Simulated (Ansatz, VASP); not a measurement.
One calculation of Os3Cl, two programs

```xyz
4
Lattice="3.9082 0.0000 0.0000 0.0000 3.9082 0.0000 0.0000 0.0000 3.9082" Properties=species:S:1:pos:R:3 pbc="T T T"
Os    0.0000    1.9541    1.9541
Os    1.9541    0.0000    1.9541
Os    1.9541    1.9541    0.0000
Cl    0.0000    0.0000    0.0000
```

Alike in both runs: functional PBE; k mesh 12 × 12 × 12; occupations gaussian, width 0.1 eV; no spin polarisation.

Ansatz relaxed the structure, and its values are those at the end. VASP's run is a single point on that final structure, the one shown.

|  | VASP | Ansatz |
| --- | --- | --- |
| version | VASP 6.6.1 | Ansatz 0.2.0 |
| potentials or method | VASP PAW PBE potentials, release 64 (Os, Cl), cutoff 520 eV | scalar-relativistic, plane waves, PAW |
| valence electrons in the cell | 31 | 55 |

Ansatz gave:

* gap on the k mesh at the Fermi level (eV): none
* pressure (GPa): 0.0

Question: Estimate VASP's values.

Answer: gap on the k mesh at the Fermi level (eV): none; pressure (GPa): 0.5.

A gap of «none» marks a metal or a gap that the smearing closes. The functional is the same, so the differences come from potentials, cutoffs and numerics. VASP's potentials hold 31 valence electrons a cell and Ansatz's 55, so a difference there can come from the potentials and not from the codes.

Spin-orbit coupling is off throughout.
